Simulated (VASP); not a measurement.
Wanted: the native input for a VASP 6.6.1 run.

```
Task                   : single point
Functional             : PBE
Potentials or basis    : VASP PAW PBE potentials, release 64 (Ta_pv, Te)
Cutoff                 : 520 eV
k mesh                 : 3 × 3 × 3
Occupations            : gaussian, width 0.1 eV
Spin                   : no spin polarisation
Dipole correction      : no
Further INCAR settings : ALGO = Fast; EDIFF = 1e-06; NBANDS = 56
```

The structure of Ta3Te2 lies in POSCAR:

```
Ta3Te2
1.0
    3.5140905333      2.0288611153      5.3648172738
   -3.5140905333      2.0288611153      5.3648172738
    0.0000000000     -4.0577222307      5.3648172737
Ta Te
6 4
Direct
   -0.0232745113      0.5232745113      0.7500000000
    0.7500000000     -0.0232745113      0.5232745113
    0.5232745113      0.7500000000     -0.0232745113
    1.0232745113      0.4767254887      0.2500000000
    0.2500000000      1.0232745113      0.4767254887
    0.4767254887      0.2500000000      1.0232745113
    0.8995233425      0.8995233425      0.8995233425
    0.6004766575      0.6004766575      0.6004766575
    0.1004766575      0.1004766575      0.1004766575
    0.3995233425      0.3995233425      0.3995233425
```

The input as run:

INCAR

```
SYSTEM = Ta3Te2
PREC = Accurate
ENCUT = 520
EDIFF = 1E-6
ISMEAR = 0
SIGMA = 0.1
LREAL = .FALSE.
LASPH = .TRUE.
NELM = 100
ALGO = Fast
ISIF = 2
LWAVE = .FALSE.
LCHARG = .FALSE.
GGA = PE
NBANDS = 56
```

KPOINTS

```
regular mesh
0
G
  3 3 3
  0 0 0
```

Potentials or basis: VASP PAW PBE potentials, release 64 (Ta_pv, Te).

Run with:

```sh
$ cat potpaw_PBE.64/Ta_pv/POTCAR potpaw_PBE.64/Te/POTCAR > POTCAR
$ mpirun -np 1 vasp_std > vasp.out
```

It gave:

| Item | Value |
| --- | --- |
| Pressure | -0.2 GPa |
| Largest force | 0.016 eV/Å |
| Band gap on the k mesh | zero (band 45 reaches 7.37 eV, above the bottom of band 46 at 6.54 eV) |

Caveat: the k points lie up to 0.37 Å⁻¹ apart; spin-orbit coupling is left out, which moves the levels of the heavy elements.

It took 2.6 min on 1 thread of Intel(R) Xeon(R) Platinum 8488C (Sapphire Rapids), with other jobs on the host, peak memory 0.37 GiB.
